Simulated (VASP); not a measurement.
Wanted: the native input for a VASP 6.6.1 run.

```
Task                   : single point
Functional             : PBE
Potentials or basis    : VASP PAW PBE potentials, release 64 (Pb_d, Se)
Cutoff                 : 520 eV
k mesh                 : 7 × 7 × 7
Occupations            : fermi-dirac, width 0.05 eV
Spin                   : no spin polarisation
Dipole correction      : no
Further INCAR settings : ALGO = Normal; EDIFF = 1e-06; NBANDS = 17
```

The structure of PbSe lies in POSCAR:

```
PbSe
1.0
    3.8341214214      0.0000000000      0.0000000000
    0.0000000000      3.8341214214      0.0000000000
    0.0000000000      0.0000000000      3.8341214214
Pb Se
1 1
Direct
    0.0000000000      0.0000000000      0.0000000000
    0.5000000000      0.5000000000      0.5000000000
```

One way to write it, as run:

INCAR

```
PREC = Accurate
ENCUT = 520
EDIFF = 1E-6
ISMEAR = -1
SIGMA = 0.05
LREAL = False
LASPH = True
NELM = 60
ALGO = Normal
ISIF = 2
LWAVE = False
LCHARG = True
GGA = PE
LELF = True
LVHAR = True
NBANDS = 17
```

KPOINTS

```
Automatic mesh
0
Gamma
  7 7 7
```

Potentials or basis: VASP PAW PBE potentials, release 64 (Pb_d, Se).

Run with:

```console
$ cat potpaw_PBE.64/Pb_d/POTCAR potpaw_PBE.64/Se/POTCAR > POTCAR
$ mpirun -np 1 vasp_std > vasp.out
```

Results of the run:

```json
{
  "Pressure": "-1.9 GPa",
  "Band gap on the k mesh": "zero (band 10 reaches 4.91 eV, above the bottom of band 11 at 4.86 eV)"
}
```

Caveat: spin-orbit coupling is left out, which moves the levels of the heavy elements.

It took 35 s on 1 thread of Intel Xeon 8259CL (shared host), peak memory 0.15 GiB.
